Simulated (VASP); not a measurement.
Set up this calculation in VASP 6.6.1, as the native input.

| Quantity | Value |
| --- | --- |
| Task | relaxation of cell and atoms |
| Functional | LDA |
| Potentials or basis | VASP PAW LDA potentials, release 64 (Ga_d) |
| Cutoff | 600 eV |
| k mesh | 17 × 17 × 9 |
| Occupations | fermi-dirac, width 0.08 eV |
| Spin | no spin polarisation |
| Target pressure | 57 GPa |
| Dipole correction | no |
| Further INCAR settings | ALGO = Normal; EDIFF = 1e-06; IBRION = 2; EDIFFG = -0.005; NSW = 32; ISIF = 3 |

The structure of Ga lies in POSCAR:

```
Ga
1.0
    2.5572389608      0.0000000000      0.0000000000
   -1.2786194804      2.2146339036      0.0000000000
    0.0000000000      0.0000000000      4.2132026615
Ga
2
Direct
    0.3333333333      0.6666666667      0.2500000000
    0.6666666667      0.3333333333      0.7500000000
```

This isn't the form of Ga at room conditions, which is orthorhombic.

These files were run (other wordings do the same):

INCAR

```
PREC = Accurate
ENCUT = 600
EDIFF = 1E-6
ISMEAR = -1
SIGMA = 0.08
LREAL = False
LASPH = True
NELM = 100
ALGO = Normal
ISIF = 3
LWAVE = False
LCHARG = False
IBRION = 2
NSW = 32
EDIFFG = -0.005
PSTRESS = 570.0
```

KPOINTS

```
regular mesh
0
Gamma
  17 17 9
```

Potentials or basis: VASP PAW LDA potentials, release 64 (Ga_d).

Command:

```bash
$ cat potpaw_LDA.64/Ga_d/POTCAR > POTCAR
$ mpirun -np 1 vasp_std > vasp.out
```

Results of the run:

```yaml
Relaxed_volume: 11.96 Å³/atom
Relaxed_cell: a = 2.560 Å, b = 2.560 Å, c = 4.217 Å, α = 90.00°, β = 90.00°, γ = 120.00°
Space_group_after_relaxing_to_0.1_Å: P6_3/mmc (No. 194)
Energy_change_on_relaxing_the_run_minimises_the_enthalpy: -11.9 meV/atom
Ionic_steps: 7
Pressure_after_relaxing: 57.0 GPa
Band_gap_on_the_k_mesh: zero (bands 13 and 14 overlap by 8.64 eV)
```

Caveat: the cell is relaxed towards a set pressure, so the run minimises the enthalpy, not the energy.

Run time: 120 s on 1 thread of Intel(R) Xeon(R) Platinum 8259CL CPU @ 2.50GHz (Skylake/Cascade Lake), on a shared host, peak memory 0.18 GiB.
